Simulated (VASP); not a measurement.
# In3Se (Cmmm) in VASP: notebook

The runs below take In3Se through single point, with PBE+D3(BJ).

Everything below comes from runs of VASP 6.6.1. Logs are shortened: lines on timing, memory, paths and dates and some standing lists are left out, and cuts for length are marked.

### Step 1. The cell of the first run

It takes space group Cmmm (No. 65, orthorhombic). The conventional cell has a = 5.152 Å, b = 7.147 Å, c = 4.701 Å, α = 90.00°, β = 90.00°, γ = 90.00°. Within 3.4 Å of In (site symmetry 2/m) lie 6 In at 2.58 to 3.22 Å and 4 Se at 3.22 Å. Within 3.4 Å of In (site symmetry mmm) lie 2 Se at 2.58 Å and 8 In at 3.22 Å. Se (site symmetry mmm) has 10 In at 2.58 to 3.22 Å within 3.4 Å.

### Step 2. Single point, PBE+D3(BJ)

File INCAR:

```
SYSTEM = In3Se
  PREC = Accurate
  ENCUT = 520
  EDIFF = 1E-6
  ISMEAR = 0
  SIGMA = 0.15
  LREAL = .False.
  LASPH = .True.
  NELM = 60
  ALGO = Normal
  ISIF = 2
  LWAVE = .False.
  LCHARG = .False.
  GGA = PE
  IVDW = 12
  NBANDS = 30
```

File KPOINTS:

```
regular mesh
0
Gamma
  8 8 8
  0 0 0
```

File POSCAR:

```
In3Se
1.0
    4.3482495103     -0.7051215422      0.0000000000
   -0.7051215422      4.3482495103      0.0000000000
    0.0000000000      0.0000000000      4.7008102814
In Se
3 1
Direct
    0.0000000000      0.5000000000      0.5000000000
    0.5000000000      0.0000000000      0.5000000000
    0.5000000000      0.5000000000      0.0000000000
    0.0000000000      0.0000000000      0.0000000000
```

Potentials or basis: VASP PAW PBE potentials, release 64 (In_d, Se).

Run with:

```bash
cat potpaw_PBE.64/In_d/POTCAR potpaw_PBE.64/Se/POTCAR > POTCAR
mpirun -np 1 vasp_std > vasp.out
```

OUTCAR:

```text
SYSTEM = In3Se
   PREC = Accurate
   ENCUT = 520
   EDIFF = 1E-6
   ISMEAR = 0
   LREAL = .False.
   LASPH = .True.
   NELM = 60
   ISIF = 2
   GGA = PE
   IVDW = 12
 IVDW          = 12

 ion  position               nearest neighbor table
   1  0.000  0.500  0.500-   2 2.58   2 2.58   4 3.22   3 3.22   4 3.22   4 3.22   4 3.22   3 3.22
                             3 3.22   3 3.22   2 3.57   2 3.57
   2  0.500  0.000  0.500-   1 2.58   1 2.58   4 3.22   3 3.22   4 3.22   3 3.22   3 3.22   4 3.22
                             4 3.22   3 3.22   1 3.57   1 3.57
   3  0.500  0.500  0.000-   4 2.58   4 2.58   1 3.22   1 3.22   2 3.22   2 3.22   2 3.22   1 3.22
                             1 3.22   2 3.22
   4  0.000  0.000  0.000-   3 2.58   3 2.58   1 3.22   1 3.22   2 3.22   1 3.22   1 3.22   2 3.22
                             2 3.22   2 3.22

  LATTYP: Found a base centered orthorhombic cell.
 ALAT       =     5.1521609819
 B/A-ratio  =     1.3870967742
 C/A-ratio  =     0.9123958467

  Lattice vectors:

 A1 = (   4.3482495103,  -0.7051215422,   0.0000000000)
 A2 = (  -0.7051215422,   4.3482495103,   0.0000000000)
 A3 = (   0.0000000000,   0.0000000000,   4.7008102814)

Analysis of symmetry for initial positions (statically):
=====================================================================
 Subroutine PRICEL returns:
 Original cell was already a primitive cell.

 Routine SETGRP: Setting up the symmetry group for a
 base centered orthorhombic supercell.

 Subroutine GETGRP returns: Found  8 space group operations
 (whereof  8 operations were pure point group operations)
 out of a pool of  8 trial point group operations.

The static configuration has the point symmetry D_2h.

Analysis of symmetry for dynamics (positions and initial velocities):
=====================================================================
 Subroutine PRICEL returns:
 Original cell was already a primitive cell.

 Routine SETGRP: Setting up the symmetry group for a
 base centered orthorhombic supercell.

 Subroutine GETGRP returns: Found  8 space group operations
 (whereof  8 operations were pure point group operations)
 out of a pool of  8 trial point group operations.

The dynamic configuration has the point symmetry D_2h.

 Subroutine INISYM returns: Found  8 space group operations
 (whereof  8 operations are pure point group operations),
 and found     1 'primitive' translations

----------------------------------------------------------------------------------------

                                     Primitive cell

  volume of cell :      86.5423

  direct lattice vectors                    reciprocal lattice vectors
     4.348249510 -0.705121542  0.000000000     0.236188551  0.038300846  0.000000000
    -0.705121542  4.348249510  0.000000000     0.038300846  0.236188551  0.000000000
     0.000000000  0.000000000  4.700810281     0.000000000  0.000000000  0.212729283

  length of vectors
     4.405050532  4.405050532  4.700810281     0.239273873  0.239273873  0.212729283

  position of ions in fractional coordinates (direct lattice)
     0.000000000  0.500000000  0.500000000
     0.500000000  0.000000000  0.500000000
     0.500000000  0.500000000  0.000000000
     0.000000000  0.000000000  0.000000000

  ion indices of the primitive-cell ions
   primitive index   ion index
                 1           1
                 2           2
                 3           3
                 4           4

----------------------------------------------------------------------------------------

 KPOINTS: regular mesh

Automatic generation of k-mesh.
 Grid dimensions read from file:
 generate k-points for:    8    8    8

 Generating k-lattice:

  Cartesian coordinates                     Fractional coordinates (reciprocal lattice)
     0.029523569  0.004787606  0.000000000     0.125000000  0.000000000  0.000000000
     0.004787606  0.029523569  0.000000000     0.000000000  0.125000000  0.000000000
     0.000000000  0.000000000  0.026591160     0.000000000  0.000000000  0.125000000

  Length of vectors
     0.029909234  0.029909234  0.026591160

  Shift w.r.t. Gamma in fractional coordinates (k-lattice)
     0.000000000  0.000000000  0.000000000

 Subroutine IBZKPT returns following result:
 ===========================================

 Found    105 irreducible k-points:

 Following reciprocal coordinates:
            Coordinates               Weight
  0.000000  0.000000  0.000000      1.000000
  0.125000  0.000000  0.000000      4.000000
  0.250000  0.000000  0.000000      4.000000
  0.375000  0.000000  0.000000      4.000000
  0.500000  0.000000  0.000000      2.000000
  0.125000  0.125000  0.000000      2.000000
[... 16 lines left out ...]
  0.125000  0.000000  0.125000      8.000000
  0.250000  0.000000  0.125000      8.000000
 [... further k-points ...]
   k-points           NKPTS =    105   k-points in BZ     NKDIM =    105   number of bands    NBANDS=     30
   number of dos      NEDOS =    301   number of ions     NIONS =      4
   total plane-waves  NPLWV =  46656
   dimension x,y,z NGX =    36 NGY =   36 NGZ =   36
   dimension x,y,z NGXF=    72 NGYF=   72 NGZF=   72
   ions per type =               3   1
   NGX,Y,Z   is equivalent  to a cutoff of  13.59, 13.59, 12.73 a.u.
   NGXF,Y,Z  is equivalent  to a cutoff of  27.17, 27.17, 25.46 a.u.
 SYSTEM =  In3Se
   PREC   = accura    normal or accurate (medium, high low for compatibility)
   ISTART =      0    job   : 0-new  1-cont  2-samecut
   ICHARG =      2    charge: 1-file 2-atom 10-const
   ISPIN  =      1    spin polarized calculation?
   LNONCOLLINEAR =      F non collinear calculations
   LSORBIT =      F    spin-orbit coupling
   LASPH  =      T    aspherical Exc in radial PAW
   ENCUT  =  520.0 eV  38.22 Ry    6.18 a.u.   8.19  8.19  8.74*2*pi/ulx,y,z
   NELM   =     60;   NELMIN=  2; NELMDL= -5     # of ELM steps
   EDIFF  = 0.1E-05   stopping-criterion for ELM
   LREAL  =      F    real-space projection
   EDIFFG = 0.1E-04   stopping-criterion for IOM
   NSW    =      0    number of steps for IOM
   IBRION =     -1    ionic relax: 0-MD 1-quasi-New 2-CG
   NFREE  =      0    steps in history (QN), initial steepest desc. (CG)
   ISIF   =      2    stress and relaxation
   ISYM   =      2    0-nonsym 1-usesym 2-fastsym
   POTIM  = 0.5000    time-step for ionic-motion
   TEBEG  =    0.0;   TEEND  =   0.0 temperature during run
   PSTRESS=    0.0 pullay stress
   NELECT =      45.0000    total number of electrons
   NUPDOWN=      -1.0000    fix difference up-down
   EMIN   =  10.00;   EMAX   =-10.00  energy-range for DOS
   EFERMI =   0.00;   METHOD = LEGACY
   ISMEAR =     0;   SIGMA  =   0.15  broadening in eV -4-tet -1-fermi 0-gaus
   EFERMI_NEDOS =   21; number of points for ismear=-14 and -15
   IALGO  =     38    algorithm
   IMIX   =      4    mixing-type and parameters
     AMIX     =   0.40;   BMIX     =  1.00
     AMIX_MAG =   1.60;   BMIX_MAG =  1.00
  volume/ion in A,a.u.               =      21.64       146.00
  Fermi-wavevector in a.u.,A,eV,Ry     =   1.316446  2.487721 23.579288  1.733029
  Thomas-Fermi vector in A             =   2.446557
   LORBIT       =      0    0 simple, 1 ext, 2 COOP (PROOUT), +10 PAW based schemes
   GGA     = PE    functional components
   LHFCALC =     F    Hartree Fock is set to
   AEXX    =    0.0000 exact exchange contribution
   IVDW    =    12    specifies the selected vdW correction
   LEPSILON=     F    determine dielectric tensor
   LRPA    =     F    only Hartree local field effects (RPA)
 non-spin polarized calculation
 Gauss-broadening in eV      SIGMA  =   0.15
  energy-cutoff  :      520.00
  volume of cell :       86.54
 maximum number of plane-waves:      2350
 NGX is ok and might be reduce to    36
   NGX = 17   NGY = 17   NGZ = 17

 number of electron      44.9999989 magnetization

 Free energy of the ion-electron system (eV)
  ---------------------------------------------------
  ext. energy  EPLUGINS =         0.00000000
  ---------------------------------------------------
  free energy    TOTEN  =        -9.48774016 eV

  energy without entropy =       -9.46672893  energy(sigma->0) =       -9.47723454

 E-fermi :   9.1141     XC(G=0): -10.8784

 val. band max:        9.1100859124   @ k =   0.0000   0.0000   0.3750
 cond. band min:       9.1141373556   @ k =  -0.3750   0.3750   0.1250
 fundamental gap:      0.0040514432
 Fermi energy:         9.1140883659

 k-point     1 :       0.0000    0.0000    0.0000
  band No.  band energies     occupation
      1      -7.2670      2.00000
      2      -6.9009      2.00000
      3      -6.6517      2.00000
      4      -6.4623      2.00000
      5      -6.2587      2.00000
      6      -6.2472      2.00000
[... 22 lines left out ...]
     29      15.3107      0.00000
     30      15.6143      0.00000

 k-point     2 :       0.1250    0.0000    0.0000
  band No.  band energies     occupation
      1      -7.1968      2.00000
      2      -6.8397      2.00000
      3      -6.6202      2.00000
      4      -6.4217      2.00000
      5      -6.2457      2.00000
      6      -6.2443      2.00000
[... 22 lines left out ...]
     29      14.8857      0.00000
     30      15.4635      0.00000

 k-point     3 :       0.2500    0.0000    0.0000
  band No.  band energies     occupation
      1      -6.9951      2.00000
      2      -6.6728      2.00000
      3      -6.5301      2.00000
      4      -6.3107      2.00000
      5      -6.2446      2.00000
      6      -6.2136      2.00000
[... 22 lines left out ...]
     29      14.7545      0.00000
     30      14.9915      0.00000

 k-point     4 :       0.3750    0.0000    0.0000
  band No.  band energies     occupation
      1      -6.6884      2.00000
      2      -6.4446      2.00000
      3      -6.4019      2.00000
      4      -6.2384      2.00000
      5      -6.1846      2.00000
      6      -6.1744      2.00000
[... 616 lines left out ...]
     29      14.7407      0.00000
     30      15.5656      0.00000

 k-point    23 :       0.1250    0.0000    0.1250
  band No.  band energies     occupation
      1      -7.1946      2.00000
      2      -6.8224      2.00000
      3      -6.6074      2.00000
      4      -6.4340      2.00000
      5      -6.2362      2.00000
      6      -6.2273      2.00000
[... 22 lines left out ...]
     29      14.3513      0.00000
     30      15.7630      0.00000

 k-point    24 :       0.2500    0.0000    0.1250
  band No.  band energies     occupation
      1      -6.9927      2.00000
      2      -6.6631      2.00000
      3      -6.5151      2.00000
      4      -6.3322      2.00000
      5      -6.2247      2.00000
      6      -6.2059      2.00000
[... 22 lines left out ...]
     29      15.0686      0.00000
     30      15.3807      0.00000

 [... further k-points ...]

------------------------ aborting loop because EDIFF is reached ----------------------------------------

 Edisp (eV)   -1.64828

 E8    (eV) :    -0.7906

  FORCE on cell =-STRESS in cart. coord.  units (eV):
  Direction    XX          YY          ZZ          XY          YZ          ZX
  --------------------------------------------------------------------------------------
  -------------------------------------------------------------------------------------
  Total      11.83435    11.83435     4.86036     9.47997     0.00000     0.00000
  in kB     219.09213   219.09213    89.98101   175.50480     0.00000     0.00000
  external pressure =      176.06 kB  Pullay stress =        0.00 kB

 VOLUME and BASIS-vectors are now :
 -----------------------------------------------------------------------------
  energy-cutoff  :      520.00
  volume of cell :       86.54
      direct lattice vectors                 reciprocal lattice vectors
     4.348249510 -0.705121542  0.000000000     0.236188551  0.038300846  0.000000000
    -0.705121542  4.348249510  0.000000000     0.038300846  0.236188551  0.000000000
     0.000000000  0.000000000  4.700810281     0.000000000  0.000000000  0.212729283

 POSITION                                       TOTAL-FORCE (eV/Angst)
 -----------------------------------------------------------------------------------
     -0.35256      2.17412      2.35041         0.000000      0.000000      0.000000
      2.17412     -0.35256      2.35041         0.000000     -0.000000      0.000000
      1.82156      1.82156      0.00000        -0.000000      0.000000      0.000000
      0.00000      0.00000      0.00000        -0.000000      0.000000      0.000000
 -----------------------------------------------------------------------------------
    total drift:                                0.000000      0.000000      0.000000

  FREE ENERGIE OF THE ION-ELECTRON SYSTEM (eV)
  ---------------------------------------------------
  free  energy   TOTEN  =       -11.1360184914 eV

  energy  without entropy=      -11.1150072597  energy(sigma->0) =      -11.12551288
```

Wall time 4 min (1 thread of AMD EPYC 7R43 (Zen 3), shared host); peak memory 0.34 GiB.

Results:

```
Free energy                : -11.1360 eV
Pressure                   : 17.6 GPa
Band gap on the k mesh     : zero (an odd number of electrons rules out a gap without spin polarisation)
Dispersion energy per atom : -0.412 eV
```

Stress tensor (GPa, compression positive):
```
21.91 17.55  0.00
17.55 21.91  0.00
 0.00  0.00  9.00
```

Caveat: the stress differs along the axes, from 9 to 22 GPa; spin-orbit coupling is left out, which moves the levels of the heavy elements.

(Continued in part 2 of 2.)

The gap in the log of VASP goes by the Fermi energy; the results here count the filled bands.